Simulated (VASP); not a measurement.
A run of VASP 6.6.1:

INCAR

```
  ALGO = Normal
  EDIFF = 1E-7
  ENCUT = 520
  GGA = CA
  ISIF = 2
  ISMEAR = 0
  LASPH = T
  LCHARG = T
  LELF = T
  LREAL = F
  LVHAR = T
  LWAVE = F
  NBANDS = 16
  NELM = 80
  PREC = Accurate
  SIGMA = 0.05
```

File KPOINTS:

```
k-points
0
Gamma
  9 9 6
```

POSCAR

```
AlN
1.0
    3.0886152983      0.0000000000      0.0000000000
   -1.5443076491      2.6748193108      0.0000000000
    0.0000000000      0.0000000000      5.1413276366
Al N
2 2
Direct
    0.3333333333      0.6666666667      0.0046469822
    0.6666666667      0.3333333333      0.5046469822
    0.3333333333      0.6666666667      0.3803530178
    0.6666666667      0.3333333333      0.8803530178
```

Potentials or basis: VASP PAW LDA potentials, release 64 (Al, N).

Command:

```sh
$ cat potpaw_LDA.64/Al/POTCAR potpaw_LDA.64/N/POTCAR > POTCAR
$ mpirun -np 1 vasp_std > vasp.out
```

Hardware: 1 thread of Intel(R) Xeon(R) Platinum 8259CL CPU @ 2.50GHz (Skylake/Cascade Lake), on a shared host.

How long does it take, and how much memory?

Wall time 22 s on 1 thread of Intel(R) Xeon(R) Platinum 8259CL CPU @ 2.50GHz (Skylake/Cascade Lake) (shared host), peak memory 0.15 GiB. Counts: scf iterations 14, k points 48.
